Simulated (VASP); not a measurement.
# SiNi3 (Pm-3m) in VASP: single point with PBEsol

Aim: the single point of SiNi3 with PBEsol.

All numbers are computed with VASP 6.6.1; they aren't measurements. Logs are shortened: lines on timing, memory, paths and dates and some standing lists are left out, and cuts for length are marked.

## 1. The cell of the first run

It takes space group Pm-3m (No. 221, cubic). Conventional cell: a = 3.581 Å, b = 3.581 Å, c = 3.581 Å, α = 90.00°, β = 90.00°, γ = 90.00°. Si (site symmetry m-3m) has 12 Ni at 2.53 Å within 3.3 Å. Within 3.3 Å of Ni (site symmetry 4/mmm) lie 4 Si at 2.53 Å and 8 Ni at 2.53 Å.

## 2. Single point, PBEsol, collinear spin, ferromagnetic start

INCAR

```
SYSTEM = SiNi3
PREC = Accurate
ENCUT = 520
EDIFF = 1E-6
ISMEAR = 0
SIGMA = 0.05
LREAL = .FALSE.
LASPH = .TRUE.
NELM = 150
ALGO = Fast
ISIF = 2
LWAVE = .FALSE.
LCHARG = .FALSE.
ISPIN = 2
MAGMOM = 0 0.8 0.8 0.8
LORBIT = 11
LMAXMIX = 4
GGA = PS
NBANDS = 29
```

KPOINTS

```
regular mesh
0
G
  10 10 10
  0 0 0
```

POSCAR

```
SiNi3
1.0
    3.5813798195      0.0000000000      0.0000000000
    0.0000000000      3.5813798195      0.0000000000
    0.0000000000      0.0000000000      3.5813798195
Si Ni
1 3
Direct
    0.0000000000      0.0000000000      0.0000000000
    0.0000000000      0.5000000000      0.5000000000
    0.5000000000      0.0000000000      0.5000000000
    0.5000000000      0.5000000000      0.0000000000
```

Potentials or basis: VASP PAW PBE potentials, release 64 (Si, Ni).

Started as:

```
$ cat potpaw_PBE.64/Si/POTCAR potpaw_PBE.64/Ni/POTCAR > POTCAR
$ mpirun -np 1 vasp_std > vasp.out
```

OUTCAR:

```text
SYSTEM = SiNi3
   PREC = Accurate
   ENCUT = 520
   EDIFF = 1E-6
   ISMEAR = 0
   LREAL = .FALSE.
   LASPH = .TRUE.
   NELM = 150
   ISIF = 2
   ISPIN = 2
   LORBIT = 11
   GGA = PS

 ion  position               nearest neighbor table
   1  0.000  0.000  0.000-   2 2.53   3 2.53   4 2.53   2 2.53   3 2.53   2 2.53   4 2.53   2 2.53
                             3 2.53   4 2.53   3 2.53   4 2.53
   2  0.000  0.500  0.500-   1 2.53   3 2.53   4 2.53   1 2.53   4 2.53   1 2.53   3 2.53   1 2.53
                             3 2.53   4 2.53   4 2.53   3 2.53
   3  0.500  0.000  0.500-   1 2.53   2 2.53   4 2.53   1 2.53   4 2.53   2 2.53   4 2.53   4 2.53
                             1 2.53   2 2.53   1 2.53   2 2.53
   4  0.500  0.500  0.000-   1 2.53   2 2.53   3 2.53   2 2.53   3 2.53   1 2.53   3 2.53   3 2.53
                             1 2.53   2 2.53   2 2.53   1 2.53

  LATTYP: Found a simple cubic cell.
 ALAT       =     3.5813798195

  Lattice vectors:

 A1 = (   3.5813798195,   0.0000000000,   0.0000000000)
 A2 = (   0.0000000000,   3.5813798195,   0.0000000000)
 A3 = (   0.0000000000,   0.0000000000,   3.5813798195)

Analysis of symmetry for initial positions (statically):
=====================================================================
 Subroutine PRICEL returns:
 Original cell was already a primitive cell.

 Routine SETGRP: Setting up the symmetry group for a
 simple cubic supercell.

 Subroutine GETGRP returns: Found 48 space group operations
 (whereof 48 operations were pure point group operations)
 out of a pool of 48 trial point group operations.

The static configuration has the point symmetry O_h .

Analysis of symmetry for dynamics (positions and initial velocities):
=====================================================================
 Subroutine PRICEL returns:
 Original cell was already a primitive cell.

 Routine SETGRP: Setting up the symmetry group for a
 simple cubic supercell.

 Subroutine GETGRP returns: Found 48 space group operations
 (whereof 48 operations were pure point group operations)
 out of a pool of 48 trial point group operations.

The dynamic configuration has the point symmetry O_h .

Analysis of structural, dynamic, and magnetic symmetry:
=====================================================================
 Subroutine PRICEL returns:
 Original cell was already a primitive cell.

 Routine SETGRP: Setting up the symmetry group for a
 simple cubic supercell.

 Subroutine GETGRP returns: Found 48 space group operations
 (whereof 48 operations were pure point group operations)
 out of a pool of 48 trial point group operations.

The overall configuration has the point symmetry O_h .

 Subroutine INISYM returns: Found 48 space group operations
 (whereof 48 operations are pure point group operations),
 and found     1 'primitive' translations

[... 129 lines left out ...]
 spin polarized calculation
 RMM-DIIS sequential band-by-band and
 Gauss-broadening in eV      SIGMA  =   0.05
  energy-cutoff  :      520.00
  volume of cell :       45.94
 maximum number of plane-waves:      1261
 NGX is ok and might be reduce to    28
   NGX = 13   NGY = 13   NGZ = 13

 number of electron      34.0000045 magnetization       0.4790574

 number of electron      34.0000042 magnetization      -0.0030615

 Free energy of the ion-electron system (eV)
  ---------------------------------------------------
  ext. energy  EPLUGINS =         0.00000000
  ---------------------------------------------------
  free energy    TOTEN  =       -26.00105972 eV

  energy without entropy =      -25.99791408  energy(sigma->0) =      -25.99948690

 E-fermi :   9.5511     XC(G=0): -12.8920

 val. band max:        9.5494803790   @ k =   0.1000   0.1000   0.0000
 cond. band min:       9.6003935359   @ k =   0.0000   0.0000   0.0000
 fundamental gap:      0.0509131569
 Fermi energy:         9.5510753048

 spin component 1

 k-point     1 :       0.0000    0.0000    0.0000
  band No.  band energies     occupation
      1      -1.8515      1.00000
      2       5.0908      1.00000
      3       5.8818      1.00000
      4       5.8818      1.00000
      5       6.3566      1.00000
      6       6.3566      1.00000
[... 757 lines left out ...]
     28      23.0917      0.00000
     29      23.8901      0.00000

 [... further k-points ...]

 spin component 2

 k-point     1 :       0.0000    0.0000    0.0000
  band No.  band energies     occupation
      1      -1.8513      1.00000
      2       5.0905      1.00000
      3       5.8812      1.00000
      4       5.8812      1.00000
      5       6.3553      1.00000
      6       6.3553      1.00000
[... 757 lines left out ...]
     28      23.0917      0.00000
     29      23.8902      0.00000

 [... further k-points ...]
[... 5 lines left out ...]
  --------------------------------------------------------------------------------------
  -------------------------------------------------------------------------------------
  Total       -5.4839920     -5.4839920     -5.4839920     -0.0000000     -0.0000000      0.0000000
  in kB     -191.2741360   -191.2741360   -191.2741360     -0.0000000     -0.0000000      0.0000000
  external PRESSURE =    -191.2741360 kB  Pullay stress =       0.0000000 kB

 VOLUME and BASIS-vectors are now :
 -----------------------------------------------------------------------------
  energy-cutoff  :      520.00
  volume of cell :       45.94
      direct lattice vectors                 reciprocal lattice vectors
     3.581379819  0.000000000  0.000000000     0.279221990  0.000000000  0.000000000
     0.000000000  3.581379819  0.000000000     0.000000000  0.279221990  0.000000000
     0.000000000  0.000000000  3.581379819     0.000000000  0.000000000  0.279221990

 POSITION                                       TOTAL-FORCE (eV/Angst)
 -----------------------------------------------------------------------------------
      0.00000      0.00000      0.00000         0.000000      0.000000      0.000000
      0.00000      1.79069      1.79069         0.000000      0.000000      0.000000
      1.79069      0.00000      1.79069         0.000000      0.000000      0.000000
      1.79069      1.79069      0.00000         0.000000      0.000000      0.000000
 -----------------------------------------------------------------------------------
    total drift:                                0.000000      0.000000      0.000000

  FREE ENERGIE OF THE ION-ELECTRON SYSTEM (eV)
  ---------------------------------------------------
  free  energy   TOTEN  =       -26.0010597220 eV

  energy  without entropy=      -25.9979140820  energy(sigma->0) =      -25.99948690

 total charge

# of ion       s       p       d       tot
------------------------------------------
    1        0.729   0.781   0.000   1.510
    2        0.461   0.512   8.379   9.351
    3        0.461   0.512   8.379   9.351
    4        0.461   0.512   8.379   9.351
--------------------------------------------------
tot          2.111   2.315  25.137  29.564

 magnetization (x)

# of ion       s       p       d       tot
------------------------------------------
    1        0.000   0.000   0.000   0.000
    2        0.000   0.000  -0.001  -0.001
    3        0.000   0.000  -0.001  -0.001
    4        0.000   0.000  -0.001  -0.001
--------------------------------------------------
tot          0.000   0.000  -0.003  -0.003
```

stdout:

```text
POSCAR found type information on POSCAR SiNi
 POSCAR found :  2 types and       4 ions
 scaLAPACK will be used
 -----------------------------------------------------------------------------
|                                                                             |
|                                                                             |
|     You enforced a specific xc type in the INCAR file but a different       |
|     I HOPE YOU KNOW WHAT YOU ARE DOING!                                     |
|                                                                             |
 -----------------------------------------------------------------------------

 LDA part: xc-table for (Slater+PW92), standard interpolation
 POSCAR, INCAR and KPOINTS ok, starting setup
 FFT: planning ... GRIDC
 FFT: planning ... GRID_SOFT
 FFT: planning ... GRID
 WAVECAR not read
 entering main loop
```

Run time: 90 s. Hardware: 1 thread of Intel Xeon Platinum 8488C (Sapphire Rapids), shared host; peak memory 0.23 GiB.

What came out:

```
Free energy                                           : -26.0011 eV
Pressure                                              : -19.1 GPa
Band gap on the k mesh                                : zero (filled and empty bands overlap)
Net moment                                            : 0.00 μB per cell
Valence electrons inside the program's atomic spheres : Si 1.51; Ni 9.35
```

Levels at points of the mesh, in eV from the Fermi level:
Spin up:
| k point | band 14 | band 15 | band 16 | band 17 | band 18 | band 19 | band 20 | band 21 |
| --- | --- | --- | --- | --- | --- | --- | --- | --- |
| (0.00, 0.00, 0.00) | -0.52 | -0.52 | -0.24 | 0.05 | 0.05 | 0.05 | 4.29 | 6.06 |
| (0.50, 0.00, 0.00) | -1.13 | -1.01 | -0.46 | 0.05 | 3.41 | 3.41 | 4.74 | 5.13 |
| (0.50, 0.50, 0.00) | -1.26 | -0.98 | -0.89 | -0.84 | 0.63 | 0.63 | 5.27 | 6.05 |
| (0.50, 0.50, 0.50) | -1.10 | -1.10 | -0.28 | -0.16 | -0.16 | -0.16 | 1.00 | 3.77 |
Spin down:
```tsv
k point	band 13	band 14	band 15	band 16	band 17	band 18	band 19	band 20	band 21	band 22
(0.00, 0.00, 0.00)	-0.77	-0.52	-0.52	-0.24	0.05	0.05	0.05	4.29	6.06	6.06
(0.50, 0.00, 0.00)	-1.17	-1.13	-1.01	-0.46	0.05	3.41	3.41	4.74	5.13	5.13
(0.50, 0.50, 0.00)	-1.26	-1.26	-0.98	-0.89	-0.84	0.62	0.62	5.27	6.05	7.46
(0.50, 0.50, 0.50)	-1.27	-1.10	-1.10	-0.28	-0.16	-0.16	-0.16	1.00	3.76	3.76
```

Caveat: the PAW data sets were made with another functional, which shifts forces and pressure a little.
